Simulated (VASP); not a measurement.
Wanted: the native input for a VASP 6.6.1 run.

| Quantity | Value |
| --- | --- |
| Task | single point |
| Functional | PBE |
| Potentials or basis | VASP PAW PBE potentials, release 64 (Zr_sv) |
| Cutoff | 520 eV |
| k mesh | 16 × 16 × 16 |
| Occupations | gaussian, width 0.1 eV |
| Spin | no spin polarisation |
| Dipole correction | no |
| Further INCAR settings | ALGO = Normal; EDIFF = 1e-07; NBANDS = 12 |

The structure of Zr lies in POSCAR:

```
Zr
1.0
   -1.8096380000      1.8096380000      1.8096380000
    1.8096380000     -1.8096380000      1.8096380000
    1.8096380000      1.8096380000     -1.8096380000
Zr
1
Direct
    0.0000000000      0.0000000000      0.0000000000
```

This isn't the form of Zr at room conditions, which is hcp.

This cell differs from its parent crystal: strained.

One way to write it, as run:

INCAR

```
SYSTEM = Zr
ALGO = Normal ; EDIFF = 1E-7
ENCUT = 520 ; GGA = PE
ISIF = 2 ; ISMEAR = 0
LASPH = .TRUE. ; LCHARG = .FALSE.
LREAL = .FALSE. ; LWAVE = .FALSE.
NBANDS = 12 ; NELM = 100
PREC = Accurate ; SIGMA = 0.1
```

KPOINTS

```
k-points
0
G
  16 16 16
  0 0 0
```

Potentials or basis: VASP PAW PBE potentials, release 64 (Zr_sv).

Launch:

```sh
$ cat potpaw_PBE.64/Zr_sv/POTCAR > POTCAR
$ mpirun -np 1 vasp_std > vasp.out
```

It gave:

* Pressure: -3.1 GPa
* Band gap on the k mesh: zero (bands 6 and 7 overlap by 1.82 eV)

Caveat: the cell differs from its parent crystal (strained); the cell stands under tension.

Run time: 33 s on 1 thread of Intel Xeon 8259CL, on a shared host, peak memory 0.16 GiB.
